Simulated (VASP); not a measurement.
# BAs (Fm-3m) in VASP: further runs, part 2 of 2

VASP 6.6.1. The steps go on from the part before.

## 4. Single point, HSE06

Contents of POSCAR:

```
BAs
1.0
    0.0000000000      2.3052873216      2.3052873216
    2.3052873216      0.0000000000      2.3052873216
    2.3052873216      2.3052873216      0.0000000000
B As
1 1
Direct
    0.0000000000      0.0000000000      0.0000000000
    0.5000000000      0.5000000000      0.5000000000
```

Contents of INCAR.step1:

```
  PREC = Accurate
  ENCUT = 520
  EDIFF = 1E-5
  ISMEAR = -1
  SIGMA = 0.02
  LREAL = F
  LASPH = T
  NELM = 80
  ALGO = Normal
  ISIF = 2
  LWAVE = T
  LCHARG = F
  NBANDS = 11
  GGA = PE
```

Contents of INCAR.step2:

```
  PREC = Accurate
  ENCUT = 520
  EDIFF = 1E-6
  ISMEAR = -1
  SIGMA = 0.02
  LREAL = F
  LASPH = T
  NELM = 80
  ALGO = Normal
  ISIF = 2
  LWAVE = F
  LCHARG = F
  GGA = PE
  LHFCALC = T
  HFSCREEN = 0.2079
  PRECFOCK = Normal
  NBANDS = 11
  ISTART = 1
```

Contents of KPOINTS:

```
Automatic mesh
0
Gamma
  4 4 4
```

Potentials or basis: VASP PAW PBE potentials, release 64 (B, As).

The run is started by

```bash
$ cat potpaw_PBE.64/B/POTCAR potpaw_PBE.64/As/POTCAR > POTCAR
$ cp INCAR.step1 INCAR
$ mpirun -np 1 vasp_std > vasp.out
$ cp INCAR.step2 INCAR
$ mpirun -np 1 vasp_std > vasp.out
```

OUTCAR:

```text
PREC = Accurate
   ENCUT = 520
   EDIFF = 1E-6
   ISMEAR = -1
   LREAL = F
   LASPH = T
   NELM = 80
   ISIF = 2
   GGA = PE
   LHFCALC = T
   HFSCREEN = 0.2079
   PRECFOCK = Normal
   ISTART = 1

 ion  position               nearest neighbor table
   1  0.000  0.000  0.000-   2 2.31   2 2.31   2 2.31   2 2.31   2 2.31   2 2.31
   2  0.500  0.500  0.500-   1 2.31   1 2.31   1 2.31   1 2.31   1 2.31   1 2.31

  LATTYP: Found a face centered cubic cell.
 ALAT       =     4.6105746432

  Lattice vectors:

 A1 = (   0.0000000000,   2.3052873216,   2.3052873216)
 A2 = (   2.3052873216,   0.0000000000,   2.3052873216)
 A3 = (   2.3052873216,   2.3052873216,   0.0000000000)

Analysis of symmetry for initial positions (statically):
=====================================================================
 Subroutine PRICEL returns:
 Original cell was already a primitive cell.

 Routine SETGRP: Setting up the symmetry group for a
 face centered cubic supercell.

 Subroutine GETGRP returns: Found 48 space group operations
 (whereof 48 operations were pure point group operations)
 out of a pool of 48 trial point group operations.

The static configuration has the point symmetry O_h .

Analysis of symmetry for dynamics (positions and initial velocities):
=====================================================================
 Subroutine PRICEL returns:
 Original cell was already a primitive cell.

 Routine SETGRP: Setting up the symmetry group for a
 face centered cubic supercell.

 Subroutine GETGRP returns: Found 48 space group operations
 (whereof 48 operations were pure point group operations)
 out of a pool of 48 trial point group operations.

The dynamic configuration has the point symmetry O_h .

 Subroutine INISYM returns: Found 48 space group operations
 (whereof 48 operations are pure point group operations),
 and found     1 'primitive' translations

----------------------------------------------------------------------------------------

                                     Primitive cell

  volume of cell :      24.5022

  direct lattice vectors                    reciprocal lattice vectors
     0.000000000  2.305287322  2.305287322    -0.216892704  0.216892704  0.216892704
     2.305287322  0.000000000  2.305287322     0.216892704 -0.216892704  0.216892704
     2.305287322  2.305287322  0.000000000     0.216892704  0.216892704 -0.216892704

  length of vectors
     3.260168595  3.260168595  3.260168595     0.375669183  0.375669183  0.375669183

  position of ions in fractional coordinates (direct lattice)
     0.000000000  0.000000000  0.000000000
     0.500000000  0.500000000  0.500000000

  ion indices of the primitive-cell ions
   primitive index   ion index
                 1           1
                 2           2

----------------------------------------------------------------------------------------

 KPOINTS: Automatic mesh

[... 31 lines left out ...]
 -0.250000  0.500000  0.250000      6.000000
   k-points           NKPTS =      8   k-points in BZ     NKDIM =     64   number of bands    NBANDS=     11
   number of dos      NEDOS =    301   number of ions     NIONS =      2
   total plane-waves  NPLWV =  13824
   dimension x,y,z NGX =    24 NGY =   24 NGZ =   24
   dimension x,y,z NGXF=    48 NGYF=   48 NGZF=   48
   ions per type =               1   1
   NGX,Y,Z   is equivalent  to a cutoff of  12.24, 12.24, 12.24 a.u.
   NGXF,Y,Z  is equivalent  to a cutoff of  24.48, 24.48, 24.48 a.u.
 SYSTEM =  unknown system
   PREC   = accura    normal or accurate (medium, high low for compatibility)
   ISTART =      1    job   : 0-new  1-cont  2-samecut
   ICHARG =      0    charge: 1-file 2-atom 10-const
   ISPIN  =      1    spin polarized calculation?
   LNONCOLLINEAR =      F non collinear calculations
   LSORBIT =      F    spin-orbit coupling
   LASPH  =      T    aspherical Exc in radial PAW
   ENCUT  =  520.0 eV  38.22 Ry    6.18 a.u.   6.06  6.06  6.06*2*pi/ulx,y,z
   NELM   =     80;   NELMIN=  2; NELMDL=  0     # of ELM steps
   EDIFF  = 0.1E-05   stopping-criterion for ELM
   LREAL  =      F    real-space projection
   EDIFFG = 0.1E-04   stopping-criterion for IOM
   NSW    =      0    number of steps for IOM
   IBRION =     -1    ionic relax: 0-MD 1-quasi-New 2-CG
   NFREE  =      0    steps in history (QN), initial steepest desc. (CG)
   ISIF   =      2    stress and relaxation
   ISYM   =      3    0-nonsym 1-usesym 2-fastsym
   POTIM  = 0.5000    time-step for ionic-motion
   TEBEG  =    0.0;   TEEND  =   0.0 temperature during run
   PSTRESS=    0.0 pullay stress
   NELECT =       8.0000    total number of electrons
   NUPDOWN=      -1.0000    fix difference up-down
   EMIN   =  10.00;   EMAX   =-10.00  energy-range for DOS
   EFERMI =   0.00;   METHOD = LEGACY
   ISMEAR =    -1;   SIGMA  =   0.02  broadening in eV -4-tet -1-fermi 0-gaus
   EFERMI_NEDOS =   21; number of points for ismear=-14 and -15
   IALGO  =     38    algorithm
   IMIX   =      1    mixing-type and parameters
     AMIX     =   0.40;   BMIX     =  1.00
     AMIX_MAG =   1.60;   BMIX_MAG =  1.00
  volume/ion in A,a.u.               =      12.25        82.67
  Fermi-wavevector in a.u.,A,eV,Ry     =   1.127292  2.130273 17.290111  1.270787
  Thomas-Fermi vector in A             =   2.263978
   LORBIT       =      0    0 simple, 1 ext, 2 COOP (PROOUT), +10 PAW based schemes
   GGA     = PE    functional components
   LHFCALC =     T    Hartree Fock is set to
   PRECFOCK=normal    Normal, Fast or Accurate (Low or Medium for compatibility)
   ENCUT4O =  -1.0   cutoff for four orbital integrals eV
   NKREDX  =     1    reduce k-point grid by
   NKREDY  =     1    reduce k-point grid by
   NKREDZ  =     1    reduce k-point grid by
   AEXX    =    0.2500 exact exchange contribution
   HFSCREEN=    0.2079 screening length (either q_TF or 0.3 A-1)
   HFSCREENC=   0.2079 screening length for correlation (either q_TF or 0.3 A-1)
   ENCUTFOCK=  -1.0 apply spherical cutoff to Coloumb kernel
   IVDW    =     0    specifies the selected vdW correction
   LEPSILON=     F    determine dielectric tensor
   LRPA    =     F    only Hartree local field effects (RPA)
 non-spin polarized calculation
  energy-cutoff  :      520.00
  volume of cell :       24.50
 maximum number of plane-waves:       684
  NGX = 20; NGY = 20; NGZ = 20

 number of electron       7.9999999 magnetization

 Free energy of the ion-electron system (eV)
  ---------------------------------------------------
  ext. energy  EPLUGINS =         0.00000000
  ---------------------------------------------------
  free energy    TOTEN  =       -10.66317896 eV

  energy without entropy =      -10.65739520  energy(sigma->0) =      -10.66028708

 E-fermi :   6.9866     XC(G=0):  -9.4181

 val. band max:        6.9855599722   @ k =  -0.2500   0.2500   0.0000
 cond. band min:       7.3663905449   @ k =   0.2500   0.0000   0.0000
 fundamental gap:      0.3808305727
 Fermi energy:         6.9865991242

 k-point     1 :       0.0000    0.0000    0.0000
  band No.  band energies     occupation
      1     -10.6584      2.00000
      2       7.3717      0.00000
      3       7.3717      0.00000
      4       7.3717      0.00000
      5      11.2542      0.00000
      6      15.8809      0.00000
      7      15.8809      0.00000
      8      15.8809      0.00000
      9      16.6810      0.00000
     10      16.6810      0.00000
     11      16.6810      0.00000
[... 85 lines left out ...]
 k-point     8 :      -0.2500    0.5000    0.2500
  band No.  band energies     occupation
      1      -4.3083      2.00000
      2      -0.7946      2.00000
      3      -0.0040      2.00000
      4      -0.0040      2.00000
      5      10.8148      0.00000
      6      11.9397      0.00000
      7      17.3520      0.00000
      8      17.3520      0.00000
      9      20.4105      0.00000
     10      20.4105      0.00000
     11      29.8363      0.00000

------------------------ aborting loop because EDIFF is reached ----------------------------------------

  FORCE on cell =-STRESS in cart. coord.  units (eV):
  Direction    XX          YY          ZZ          XY          YZ          ZX
  --------------------------------------------------------------------------------------
  -------------------------------------------------------------------------------------
  Total        0.4416061      0.4416061      0.4416061     -0.0000000      0.0000000     -0.0000000
  in kB       28.8762311     28.8762311     28.8762311     -0.0000000      0.0000000     -0.0000000
  external PRESSURE =      28.8762311 kB  Pullay stress =       0.0000000 kB

 VOLUME and BASIS-vectors are now :
 -----------------------------------------------------------------------------
  energy-cutoff  :      520.00
  volume of cell :       24.50
      direct lattice vectors                 reciprocal lattice vectors
     0.000000000  2.305287322  2.305287322    -0.216892704  0.216892704  0.216892704
     2.305287322  0.000000000  2.305287322     0.216892704 -0.216892704  0.216892704
     2.305287322  2.305287322  0.000000000     0.216892704  0.216892704 -0.216892704

 POSITION                                       TOTAL-FORCE (eV/Angst)
 -----------------------------------------------------------------------------------
      0.00000      0.00000      0.00000         0.000000     -0.000000      0.000000
      2.30529      2.30529      2.30529        -0.000000      0.000000     -0.000000
 -----------------------------------------------------------------------------------
    total drift:                               -0.000001     -0.000001     -0.000001

  FREE ENERGIE OF THE ION-ELECTRON SYSTEM (eV)
  ---------------------------------------------------
  free  energy   TOTEN  =       -10.6631789554 eV

  energy  without entropy=      -10.6573952021  energy(sigma->0) =      -10.66028708
```

Wall time 68 s (1 thread of Intel Xeon 6975P-C (Granite Rapids), shared host); peak memory 0.24 GiB.

Results:

```yaml
Free_energy: -10.6632 eV
Pressure: 2.9 GPa
Band_gap_on_the_k_mesh: zero (band 4 reaches 8.57 eV, above the bottom of band 5 at 3.22 eV)
```

Caveat: the k points lie up to 0.59 Å⁻¹ apart; the PAW data sets were made with another functional, which shifts forces and pressure a little.

## 5. Single point, PBE-based screened hybrid

POSCAR is that of step 4.

Contents of INCAR.step1:

```
ALGO = Normal
EDIFF = 1E-5
ENCUT = 520
GGA = PE
ISIF = 2
ISMEAR = -1
LASPH = T
LCHARG = F
LREAL = F
LWAVE = T
NBANDS = 11
NELM = 80
PREC = Accurate
SIGMA = 0.02
```

Contents of INCAR.step2:

```
AEXX = 0.4
ALGO = Normal
EDIFF = 1E-6
ENCUT = 520
GGA = PE
HFSCREEN = 0.5
ISIF = 2
ISMEAR = -1
ISTART = 1
LASPH = T
LCHARG = F
LHFCALC = T
LREAL = F
LWAVE = F
NBANDS = 11
NELM = 80
PREC = Accurate
PRECFOCK = Normal
SIGMA = 0.02
```

Contents of KPOINTS:

```
k-points
0
Gamma
  4 4 4
```

The run is started by

```bash
$ cat potpaw_PBE.64/B/POTCAR potpaw_PBE.64/As/POTCAR > POTCAR
$ cp INCAR.step1 INCAR
$ mpirun -np 1 vasp_std > vasp.out
$ cp INCAR.step2 INCAR
$ mpirun -np 1 vasp_std > vasp.out
```

It took 71 s on 1 thread of Intel Xeon 6975P-C (Granite Rapids), shared host; peak memory 0.24 GiB.

It converged, with:

| Item | Value |
| --- | --- |
| Free energy | -10.3835 eV |
| Pressure | 2.4 GPa |
| Band gap on the k mesh | zero (band 4 reaches 8.53 eV, above the bottom of band 5 at 3.33 eV) |

Levels at points of the mesh, in eV from the Fermi level:
| k point | band 1 | band 2 | band 3 | band 4 | band 5 | band 6 | band 7 | band 8 | band 9 |
| --- | --- | --- | --- | --- | --- | --- | --- | --- | --- |
| (0.00, 0.00, 0.00) | -17.77 | 0.28 | 0.28 | 0.28 | 4.16 | 8.80 | 8.80 | 8.80 | 9.53 |
| (0.50, 0.00, 0.00) | -13.38 | -10.78 | 1.52 | 1.52 | 1.61 | 1.61 | 4.92 | 6.16 | 15.17 |
| (0.50, 0.50, 0.00) | -11.82 | -8.54 | -3.91 | -3.91 | -3.68 | 4.10 | 12.06 | 12.06 | 14.39 |

Caveat: the k points lie up to 0.59 Å⁻¹ apart; the PAW data sets were made with another functional, which shifts forces and pressure a little.

## 6. Summary

```csv
level,k mesh,grid for exact exchange (PRECFOCK),screening parameter,share of exact exchange,gap on the mesh (eV),pressure (GPa)
PBE,6 × 6 × 6,-,-,-,none,0.7
HSE06,4 × 4 × 4,Normal,0.2079 1/Å,-,none,2.9
PBE-based screened hybrid,4 × 4 × 4,Normal,0.5 1/Å,0.4,none,2.4
```

Alike in all rows: task single point; potentials or basis VASP PAW PBE potentials, release 64 (B, As); no spin polarisation; cell as given; cutoff (eV) 520; smearing fermi-dirac 0.02 eV.

Caveats: all runs use coarse meshes; the PAW data sets were made with another functional, which shifts forces and pressure a little (some runs).

Absolute energies hang on the potentials; compare differences alone.
